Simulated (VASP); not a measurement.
Wanted: the native input for a VASP 6.6.1 run.

```yaml
Task: single point
Functional: PBEsol
Potentials_or_basis: VASP PAW PBE potentials, release 64 (C, H, O)
Cutoff: 520 eV
k_mesh: 1 × 1 × 1
Occupations: fermi-dirac, width 0.05 eV
Spin: no spin polarisation
Dipole_correction: no
Further_INCAR_settings: LREAL = Auto; ALGO = Normal; EDIFF = 1e-06; NBANDS = 67
```

The structure of H26C10O3 lies in POSCAR:

```
H26C10O3
1.0
    7.6913720000      0.0000000000      0.0000000000
    0.0000000000      7.6913720000      0.0000000000
    0.0000000000      0.0000000000      7.6913720000
C H O
10 26 3
Direct
    0.9725269479      0.4079102167      0.3846728723
    0.7994550033      0.4037949532      0.3723740625
    0.1448634661      0.9040355328      0.7329696539
    0.0488033441      0.9753683725      0.8584258341
    0.6801592675      0.5724765755      0.7721911657
    0.4960416073      0.5708828084      0.7046245316
    0.6392453259     -0.0326527062      0.1321237332
    0.5487491186      0.0342402525     -0.0288898147
    0.1970330464      1.0534234053      0.2501917977
    0.0837511384      0.9093774608      0.3193914282
    1.0481523809      0.5241951582      0.3492556033
    1.0430534068      0.2915664314      0.4264985590
    0.7224954940      0.5170986790      0.3297008689
    0.7269406416      0.2859912863      0.4064057424
    0.1704620503      0.9743288352      0.6111420059
    0.2005093210      0.7735719785      0.7462561093
   -0.0056420521      1.1064041723      0.8440171011
    0.0234975693      0.9067446440      0.9817035250
    0.3347079970      0.4009372874      0.6019506807
    0.4063710716      0.6187004141      0.8070815216
    0.4829912402      0.6595451989      0.5910188854
    0.7171562063      0.7043064260      0.8146563481
    0.6932349940      0.4824482974      0.8829799650
    0.7707171071      0.5305534762      0.6694539712
    0.4656399835      0.2584403807     -0.1166466649
    0.6316980697      0.0141079224     -0.1450749848
    0.4261766511     -0.0383202817     -0.0533755376
    0.6655605064     -0.1730608311      0.1204341124
    0.7625546573      0.0364039317      0.1542719752
    0.5587048324     -0.0116673568      0.2491234665
   -0.1262675810      0.8952640729      0.4651364237
    0.0343608604      0.8237402291      0.2132787471
    0.1625828299      0.8241548511      0.4064478659
    0.3037219014      0.9983801424      0.1741502522
    0.1222436590      1.1442648535      0.1655586272
    0.2572961058      1.1315798375      0.3562999088
    0.4496217951      0.3970776972      0.6565173459
    0.5120920892      0.2140570267     -0.0058703848
   -0.0567546535      0.9867790679      0.4125945955
```

These files were run (other wordings do the same):

INCAR

```
  PREC = Accurate
  ENCUT = 520
  EDIFF = 1E-6
  ISMEAR = -1
  SIGMA = 0.05
  LREAL = Auto
  LASPH = True
  NELM = 80
  ALGO = Normal
  ISIF = 2
  LWAVE = False
  LCHARG = False
  GGA = PS
  NBANDS = 67
```

KPOINTS

```
Automatic mesh
0
Gamma
  1 1 1
```

Potentials or basis: VASP PAW PBE potentials, release 64 (C, H, O).

Command:

```console
$ cat potpaw_PBE.64/C/POTCAR potpaw_PBE.64/H/POTCAR potpaw_PBE.64/O/POTCAR > POTCAR
$ mpirun -np 1 vasp_gam > vasp.out
```

It gave:

| Property | Result |
| --- | --- |
| Pressure | 0.0 GPa |
| Largest force | 0.422 eV/Å |
| Band gap on the k mesh | 4.43 eV |

Caveat: the k points lie up to 0.82 Å⁻¹ apart, too coarse for converged energies, forces and pressures; the PAW data sets were made with another functional, which shifts forces and pressure a little.

It took 94 s on 1 thread of Intel Xeon 8259CL (shared host), peak memory 0.52 GiB.
